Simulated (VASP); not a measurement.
Input of a VASP 6.6.1 run:

Contents of INCAR:

```
SYSTEM = Sr3Ca
PREC     = Accurate       ! precision mode
ENCUT    = 520            ! plane-wave cutoff, eV
EDIFF    = 1E-6           ! SCF threshold, eV
ISMEAR   = 1              ! smearing method
SIGMA    = 0.15           ! smearing width, eV
LREAL    = .FALSE.        ! projectors in reciprocal space
LASPH    = .TRUE.         ! aspherical terms in the spheres
NELM     = 80             ! most SCF steps
ALGO     = Normal         ! electronic algorithm
ISIF     = 2              ! what is computed and relaxed
LWAVE    = .FALSE.        ! write WAVECAR
LCHARG   = .FALSE.        ! write CHGCAR
GGA      = CA             ! functional
NBANDS   = 28             ! bands
```

KPOINTS

```
Automatic mesh
0
G
  6 6 6
  0 0 0
```

The input POSCAR:

```
Sr3Ca
1.0
   -2.9927190000      2.9927190000      5.9567060000
    2.9927190000     -2.9927190000      5.9567060000
    2.9927190000      2.9927190000     -5.9567060000
Sr Ca
3 1
Direct
    0.7500000000      0.2500000000      0.5000000000
    0.2500000000      0.7500000000      0.5000000000
    0.5000000000      0.5000000000      0.0000000000
    0.0000000000      0.0000000000      0.0000000000
```

Potentials or basis: VASP PAW LDA potentials, release 64 (Sr_sv, Ca_sv).

Launch:

```console
$ cat potpaw_LDA.64/Sr_sv/POTCAR potpaw_LDA.64/Ca_sv/POTCAR > POTCAR
$ mpirun -np 1 vasp_std > vasp.out
```

Problem. What does it give for the band gap on the k mesh?

Solution. Zero (bands 20 and 21 overlap by 0.22 eV).

Problem. What does it give for the pressure?

Solution. -1.8 GPa.
